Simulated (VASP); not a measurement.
Crystal: La.

```
CELL_PARAMETERS angstrom
0.00000 3.69654 3.69654
3.69654 0.00000 3.69654
3.69654 3.69654 0.00000
ATOMIC_POSITIONS crystal
La 0.12500 0.12500 0.12500
La 0.87500 0.87500 0.87500
```

```yaml
Program: VASP 6.6.1
Task: relaxation of cell and atoms
Functional: revPBE
Potentials_or_basis: VASP PAW PBE potentials, release 64 (La)
Cutoff: 600 eV
k_mesh: 8 × 8 × 8
Occupations: fermi-dirac, width 0.1 eV
Spin: no spin polarisation
```

At the start: pressure -3.6 GPa; volume 50.51 Å³/atom.

Where does the relaxation end?

Over 11 steps the energy falls by 213.6 meV/atom and the volume is 38.16 Å³/atom (-24.5 %); space group Fd-3m (No. 227, to 0.05 Å).

Step by step:
| step | energy change (eV) | largest force (eV/Å) | pressure (GPa) | volume (Å³) |
| --- | --- | --- | --- | --- |
| 1 | 0.0000 | 0.0000 | -3.56 | 101.02 |
| 2 | -0.3322 | 0.0000 | -2.84 | 85.48 |
| 3 | -0.4271 | 0.0000 | 0.11 | 76.35 |
| 4 | -0.4269 | 0.0000 | -0.27 | 76.80 |
| 5 | -0.4269 | 0.0000 | -0.27 | 76.75 |
| 6 | -0.4271 | 0.0000 | -0.18 | 76.61 |
| 7 | -0.4271 | 0.0000 | -0.19 | 76.61 |
| 8 | -0.4271 | 0.0000 | -0.17 | 76.59 |
| 9 | -0.4272 | 0.0000 | -0.17 | 76.55 |
| 10 | -0.4272 | 0.0000 | -0.12 | 76.47 |
| 11 | -0.4273 | 0.0000 | -0.03 | 76.31 |

Final structure:
```cif
data_structure
_symmetry_space_group_name_H-M 'P 1'
_symmetry_Int_Tables_number 1
_cell_length_a 4.7611
_cell_length_b 4.7611
_cell_length_c 4.7611
_cell_angle_alpha 60.000
_cell_angle_beta 60.000
_cell_angle_gamma 60.000
_cell_volume 76.31
loop_
_atom_site_label
_atom_site_type_symbol
_atom_site_fract_x
_atom_site_fract_y
_atom_site_fract_z
_atom_site_occupancy
La1 La 0.12500 0.12500 0.12500 1
La2 La 0.87500 0.87500 0.87500 1
```

Caveat: the volume moved by over 15 % at a fixed basis, so the end points are rough; the PAW data sets were made with another functional, which shifts forces and pressure a little.
